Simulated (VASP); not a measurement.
Ga2S, 3 atoms in the cell. It takes space group P6/mmm (No. 191, hexagonal). The conventional cell has a = 3.517 Å, b = 3.517 Å, c = 6.345 Å, α = 90.00°, β = 90.00°, γ = 120.00°. Within 2.7 Å of Ga (site symmetry -6m2) lie 3 S at 2.03 Å and 3 Ga at 2.03 Å. Within 2.7 Å of S (site symmetry 6/mmm) lie 6 Ga at 2.03 Å. The cell was generated, and may not be a known phase.

* Program: VASP 6.6.1
* Task: relaxation of cell and atoms
* Functional: PBE
* Potentials or basis: VASP PAW PBE potentials, release 64 (Ga_d, S)
* Cutoff: 600 eV
* k mesh: 6 × 6 × 4
* Occupations: gaussian, width 0.1 eV
* Spin: no spin polarisation
* Dipole correction: no
* Further INCAR settings: ALGO = Normal; EDIFF = 1e-06; IBRION = 2; EDIFFG = -0.04; NSW = 90; ISIF = 3

Potentials or basis: VASP PAW PBE potentials, release 64 (Ga_d, S).

Launch:

```bash
$ cat potpaw_PBE.64/Ga_d/POTCAR potpaw_PBE.64/S/POTCAR > POTCAR
$ mpirun -np 1 vasp_std > vasp.out
```

Hardware: 1 thread of Intel(R) Xeon(R) 6975P-C (Granite Rapids), with other jobs on the host.

**Question.** Estimate the wall time of this run.

**Answer.** Run time: 100 s on 1 thread of Intel(R) Xeon(R) 6975P-C (Granite Rapids), on a shared host, peak memory 0.21 GiB. Counts: scf iterations 94, k points 21, ion steps 7.
